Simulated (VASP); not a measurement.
# ScAl2P3 (C2/m) in VASP: single point with PBE

Aim: the single point of ScAl2P3 with PBE.

Program: VASP 6.6.1. These are calculated values, not measurements. Logs are shortened: lines on timing, memory, paths and dates and some standing lists are left out, and cuts for length are marked.

## (1) The cell of the first run

It takes space group C2/m (No. 12, monoclinic). Conventional cell: a = 5.939 Å, b = 10.253 Å, c = 3.433 Å, α = 90.00°, β = 90.35°, γ = 90.00°. Within 4.5 Å of Sc (site symmetry 2/m) lie 6 Al at 3.41 to 3.44 Å and 12 P at 3.42 to 3.44 Å and 2 Sc at 3.43 Å. Al (site symmetry 2) has 6 P at 2.40 to 2.44 Å within 3.2 Å. P (site symmetry 2/m) has 4 Al at 2.40 Å and 4 P at 2.96 Å within 3.2 Å. Within 3.2 Å of P (site symmetry -1) lie 4 Al at 2.43 to 2.44 Å and 4 P at 2.96 to 2.97 Å.

The cell was built from a structure type or drawn by symmetry, and may not be a known phase.

## (2) Single point, PBE

File INCAR:

```
ALGO = Normal ; EDIFF = 1E-6
ENCUT = 520 ; GGA = PE
ISIF = 2 ; ISMEAR = 0
LASPH = T ; LCHARG = F
LREAL = F ; LWAVE = F
NBANDS = 25 ; NELM = 100
PREC = Accurate ; SIGMA = 0.1
```

File KPOINTS:

```
k-points
0
Gamma
  4 4 6
```

File POSCAR:

```
ScAl2P3
1.0
    2.9693620100     -5.1262783900      0.0000000000
    2.9693620100      5.1262783900      0.0000000000
   -0.0209688400      0.0000000000      3.4326027700
Sc Al P
1 2 3
Direct
    0.0000000000      0.0000000000      0.0000000000
    0.6639999900      0.3360000100      0.0000000000
    0.3360000100      0.6639999900      0.0000000000
    0.5000000000      0.5000000000      0.5000000000
    0.0000000000      0.5000000000      0.5000000000
    0.5000000000      0.0000000000      0.5000000000
```

Potentials or basis: VASP PAW PBE potentials, release 64 (Sc_sv, Al, P).

Command:

```sh
$ cat potpaw_PBE.64/Sc_sv/POTCAR potpaw_PBE.64/Al/POTCAR potpaw_PBE.64/P/POTCAR > POTCAR
$ mpirun -np 1 vasp_std > vasp.out
```

OUTCAR:

```text
EDIFF = 1E-6
   ENCUT = 520
   GGA = PE
   ISIF = 2
   ISMEAR = 0
   LASPH = T
   LREAL = F
   NELM = 100
   PREC = Accurate

 ion  position               nearest neighbor table
   1  0.000  0.000  0.000-
   2  0.664  0.336  0.000-   4 2.40   4 2.40   5 2.43   6 2.43   5 2.44   6 2.44   3 3.36
   3  0.336  0.664  0.000-   4 2.40   4 2.40   6 2.43   5 2.43   5 2.44   6 2.44   2 3.36
   4  0.500  0.500  0.500-   2 2.40   3 2.40   2 2.40   3 2.40
   5  0.000  0.500  0.500-   3 2.43   2 2.43   2 2.44   3 2.44
   6  0.500  0.000  0.500-   2 2.43   3 2.43   2 2.44   3 2.44

  LATTYP: Found a base centered monoclinic cell.
 ALAT       =     5.9387240200
 B/A-ratio  =     1.7263905084
 C/A-ratio  =     0.5780142004
 COS(beta)  =    -0.0061086150

  Lattice vectors:

 A1 = (   2.9693620100,  -5.1262783900,   0.0000000000)
 A2 = (   2.9693620100,   5.1262783900,   0.0000000000)
 A3 = (  -0.0209688400,   0.0000000000,   3.4326027700)

Analysis of symmetry for initial positions (statically):
=====================================================================
 Subroutine PRICEL returns:
 Original cell was already a primitive cell.

 Routine SETGRP: Setting up the symmetry group for a
 base centered monoclinic supercell.

 Subroutine GETGRP returns: Found  4 space group operations
 (whereof  4 operations were pure point group operations)
 out of a pool of  4 trial point group operations.

The static configuration has the point symmetry C_2h.

Analysis of symmetry for dynamics (positions and initial velocities):
=====================================================================
 Subroutine PRICEL returns:
 Original cell was already a primitive cell.

 Routine SETGRP: Setting up the symmetry group for a
 base centered monoclinic supercell.

 Subroutine GETGRP returns: Found  4 space group operations
 (whereof  4 operations were pure point group operations)
 out of a pool of  4 trial point group operations.

The dynamic configuration has the point symmetry C_2h.

 Subroutine INISYM returns: Found  4 space group operations
 (whereof  4 operations are pure point group operations),
 and found     1 'primitive' translations

----------------------------------------------------------------------------------------

                                     Primitive cell

  volume of cell :     104.5006

  direct lattice vectors                    reciprocal lattice vectors
     2.969362010 -5.126278390  0.000000000     0.168386340 -0.097536646  0.001028627
     2.969362010  5.126278390  0.000000000     0.168386340  0.097536646  0.001028627
    -0.020968840  0.000000000  3.432602770     0.000000000  0.000000000  0.291324125

  length of vectors
     5.924174278  5.924174278  3.432666816     0.194598085  0.194598085  0.291324125

  position of ions in fractional coordinates (direct lattice)
     0.000000000  0.000000000  0.000000000
     0.663999990  0.336000010  0.000000000
     0.336000010  0.663999990  0.000000000
     0.500000000  0.500000000  0.500000000
     1.000000000  0.500000000  0.500000000
     0.500000000  1.000000000  0.500000000

  ion indices of the primitive-cell ions
   primitive index   ion index
                 1           1
                 2           2
                 3           3
                 4           4
                 5           5
                 6           6

----------------------------------------------------------------------------------------

 KPOINTS: k-points

Automatic generation of k-mesh.
 Grid dimensions read from file:
 generate k-points for:    4    4    6

 Generating k-lattice:

  Cartesian coordinates                     Fractional coordinates (reciprocal lattice)
     0.042096585 -0.024384161  0.000257157     0.250000000 -0.000000000  0.000000000
     0.042096585  0.024384161  0.000257157    -0.000000000  0.250000000  0.000000000
     0.000000000  0.000000000  0.048554021     0.000000000  0.000000000  0.166666667

  Length of vectors
     0.048649521  0.048649521  0.048554021

  Shift w.r.t. Gamma in fractional coordinates (k-lattice)
     0.000000000  0.000000000  0.000000000

 Subroutine IBZKPT returns following result:
 ===========================================

 Found     34 irreducible k-points:

 Following reciprocal coordinates:
            Coordinates               Weight
  0.000000  0.000000  0.000000      1.000000
  0.250000 -0.000000  0.000000      4.000000
  0.500000 -0.000000  0.000000      2.000000
  0.250000  0.250000  0.000000      2.000000
  0.500000  0.250000  0.000000      4.000000
 -0.250000  0.250000  0.000000      2.000000
[... 16 lines left out ...]
  0.500000  0.250000  0.333333      4.000000
 -0.250000  0.250000  0.333333      4.000000
 [... further k-points ...]
   k-points           NKPTS =     34   k-points in BZ     NKDIM =     34   number of bands    NBANDS=     25
   number of dos      NEDOS =    301   number of ions     NIONS =      6
   total plane-waves  NPLWV =  64512
   dimension x,y,z NGX =    48 NGY =   48 NGZ =   28
   dimension x,y,z NGXF=    96 NGYF=   96 NGZF=   56
   ions per type =               1   2   3
   NGX,Y,Z   is equivalent  to a cutoff of  13.47, 13.47, 13.56 a.u.
   NGXF,Y,Z  is equivalent  to a cutoff of  26.94, 26.94, 27.12 a.u.
 SYSTEM =  unknown system
   PREC   = accura    normal or accurate (medium, high low for compatibility)
   ISTART =      0    job   : 0-new  1-cont  2-samecut
   ICHARG =      2    charge: 1-file 2-atom 10-const
   ISPIN  =      1    spin polarized calculation?
   LNONCOLLINEAR =      F non collinear calculations
   LSORBIT =      F    spin-orbit coupling
   LASPH  =      T    aspherical Exc in radial PAW
   ENCUT  =  520.0 eV  38.22 Ry    6.18 a.u.  11.02 11.02  6.38*2*pi/ulx,y,z
   NELM   =    100;   NELMIN=  2; NELMDL= -5     # of ELM steps
   EDIFF  = 0.1E-05   stopping-criterion for ELM
   LREAL  =      F    real-space projection
   EDIFFG = 0.1E-04   stopping-criterion for IOM
   NSW    =      0    number of steps for IOM
   IBRION =     -1    ionic relax: 0-MD 1-quasi-New 2-CG
   NFREE  =      0    steps in history (QN), initial steepest desc. (CG)
   ISIF   =      2    stress and relaxation
   ISYM   =      2    0-nonsym 1-usesym 2-fastsym
   POTIM  = 0.5000    time-step for ionic-motion
   TEBEG  =    0.0;   TEEND  =   0.0 temperature during run
   PSTRESS=    0.0 pullay stress
   NELECT =      32.0000    total number of electrons
   NUPDOWN=      -1.0000    fix difference up-down
   EMIN   =  10.00;   EMAX   =-10.00  energy-range for DOS
   EFERMI =   0.00;   METHOD = LEGACY
   ISMEAR =     0;   SIGMA  =   0.10  broadening in eV -4-tet -1-fermi 0-gaus
   EFERMI_NEDOS =   21; number of points for ismear=-14 and -15
   IALGO  =     38    algorithm
   IMIX   =      4    mixing-type and parameters
     AMIX     =   0.40;   BMIX     =  1.00
     AMIX_MAG =   1.60;   BMIX_MAG =  1.00
  volume/ion in A,a.u.               =      17.42       117.53
  Fermi-wavevector in a.u.,A,eV,Ry     =   1.103448  2.085214 16.566419  1.217597
  Thomas-Fermi vector in A             =   2.239906
   LORBIT       =      0    0 simple, 1 ext, 2 COOP (PROOUT), +10 PAW based schemes
   GGA     = PE    functional components
   LHFCALC =     F    Hartree Fock is set to
   AEXX    =    0.0000 exact exchange contribution
   IVDW    =     0    specifies the selected vdW correction
   LEPSILON=     F    determine dielectric tensor
   LRPA    =     F    only Hartree local field effects (RPA)
 non-spin polarized calculation
 Gauss-broadening in eV      SIGMA  =   0.10
  energy-cutoff  :      520.00
  volume of cell :      104.50
 maximum number of plane-waves:      2840
 NGX is ok and might be reduce to    48
   NGX = 23   NGY = 23   NGZ = 13

 number of electron      32.0000003 magnetization

 Free energy of the ion-electron system (eV)
  ---------------------------------------------------
  ext. energy  EPLUGINS =         0.00000000
  ---------------------------------------------------
  free energy    TOTEN  =       -29.24232953 eV

  energy without entropy =      -29.22594962  energy(sigma->0) =      -29.23413957

 E-fermi :   7.3470     XC(G=0): -10.3656

 val. band max:        7.3436332932   @ k =   0.5000  -0.0000   0.1667
 cond. band min:       7.3570049097   @ k =  -0.2500   0.5000   0.3333
 fundamental gap:      0.0133716165
 Fermi energy:         7.3470087426

 k-point     1 :       0.0000    0.0000    0.0000
  band No.  band energies     occupation
      1     -43.2517      2.00000
      2     -21.8881      2.00000
      3     -21.8812      2.00000
      4     -21.7313      2.00000
      5      -6.6340      2.00000
      6      -3.1027      2.00000
[... 17 lines left out ...]
     24      10.0733      0.00000
     25      12.0553      0.00000

 k-point     2 :       0.2500   -0.0000    0.0000
  band No.  band energies     occupation
      1     -43.2517      2.00000
      2     -21.8883      2.00000
      3     -21.8815      2.00000
      4     -21.7313      2.00000
      5      -6.3786      2.00000
      6      -4.0970      2.00000
[... 17 lines left out ...]
     24      10.9152      0.00000
     25      11.0305      0.00000

 k-point     3 :       0.5000   -0.0000    0.0000
  band No.  band energies     occupation
      1     -43.2517      2.00000
      2     -21.8884      2.00000
      3     -21.8817      2.00000
      4     -21.7313      2.00000
      5      -5.9100      2.00000
      6      -4.9998      2.00000
[... 552 lines left out ...]
 k-point    23 :       0.5000    0.2500    0.3333
  band No.  band energies     occupation
      1     -43.2444      2.00000
      2     -21.8792      2.00000
      3     -21.8722      2.00000
      4     -21.8208      2.00000
      5      -4.9229      2.00000
      6      -4.0361      2.00000
[... 17 lines left out ...]
     24      10.6250      0.00000
     25      11.0536      0.00000

 k-point    24 :      -0.2500    0.2500    0.3333
  band No.  band energies     occupation
      1     -43.2444      2.00000
      2     -21.8791      2.00000
      3     -21.8721      2.00000
      4     -21.8208      2.00000
      5      -5.3684      2.00000
      6      -3.2050      2.00000
[... 17 lines left out ...]
     24      10.1657      0.00000
     25      10.1912      0.00000

 [... further k-points ...]

------------------------ aborting loop because EDIFF is reached ----------------------------------------

  FORCE on cell =-STRESS in cart. coord.  units (eV):
  Direction    XX          YY          ZZ          XY          YZ          ZX
  --------------------------------------------------------------------------------------
  -------------------------------------------------------------------------------------
  Total        2.4710748      3.2439901      3.5313815      0.0000000      0.0000000      0.0861141
  in kB       37.8858984     49.7360418     54.1422554      0.0000000      0.0000000      1.3202795
  external PRESSURE =      47.2547319 kB  Pullay stress =       0.0000000 kB

 VOLUME and BASIS-vectors are now :
 -----------------------------------------------------------------------------
  energy-cutoff  :      520.00
  volume of cell :      104.50
      direct lattice vectors                 reciprocal lattice vectors
     2.969362010 -5.126278390  0.000000000     0.168386340 -0.097536646  0.001028627
     2.969362010  5.126278390  0.000000000     0.168386340  0.097536646  0.001028627
    -0.020968840  0.000000000  3.432602770     0.000000000  0.000000000  0.291324125

 POSITION                                       TOTAL-FORCE (eV/Angst)
 -----------------------------------------------------------------------------------
      0.00000      0.00000      0.00000         0.000000      0.000000     -0.000000
      2.96936     -1.68142      0.00000         0.000000     -0.195450      0.000000
      2.96936      1.68142      0.00000        -0.000000      0.195450     -0.000000
      2.95888      0.00000      1.71630         0.000000     -0.000000     -0.000000
      1.47420      2.56314      1.71630         0.000000      0.000000     -0.000000
      1.47420     -2.56314      1.71630         0.000000      0.000000     -0.000000
 -----------------------------------------------------------------------------------
    total drift:                                0.000000      0.000000     -0.000000

  FREE ENERGIE OF THE ION-ELECTRON SYSTEM (eV)
  ---------------------------------------------------
  free  energy   TOTEN  =       -29.2423295277 eV

  energy  without entropy=      -29.2259496191  energy(sigma->0) =      -29.23413957
```

Wall time 2 min (1 thread of Intel Xeon 8259CL, shared host); peak memory 0.29 GiB.

What came out:

```
Free energy            : -29.2423 eV
Pressure               : 4.7 GPa
Largest force          : 0.195 eV/Å
Band gap on the k mesh : zero (bands 16 and 17 overlap by 1.22 eV)
```

Forces on the atoms (eV/Å):
```
Sc   0.000  0.000  0.000
Al   0.000 -0.195  0.000
Al   0.000  0.195  0.000
P    0.000  0.000  0.000
P    0.000  0.000  0.000
P    0.000  0.000  0.000
```

Stress tensor (GPa, compression positive):
```
3.79 0.00 0.13
0.00 4.97 0.00
0.13 0.00 5.41
```

Levels at points of the mesh, in eV from the Fermi level:
| k point | band 14 | band 15 | band 16 | band 17 | band 18 | band 19 |
| --- | --- | --- | --- | --- | --- | --- |
| (0.00, 0.00, 0.00) | -0.21 | -0.09 | 0.89 | 0.90 | 1.08 | 1.12 |
| (0.50, 0.00, 0.00) | -1.48 | -0.38 | -0.35 | 0.69 | 0.74 | 1.31 |
| (0.50, 0.50, 0.00) | -1.67 | -0.33 | -0.30 | 0.68 | 0.71 | 1.40 |
| (0.00, 0.00, 0.50) | -3.15 | -0.08 | 0.08 | 1.08 | 1.10 | 1.12 |
| (0.50, 0.00, 0.50) | -1.95 | -1.82 | -1.66 | 0.12 | 0.48 | 1.13 |
| (0.50, 0.50, 0.50) | -1.97 | -1.74 | -1.68 | 0.10 | 0.49 | 1.10 |

Caveat: the cell stands under pressure.
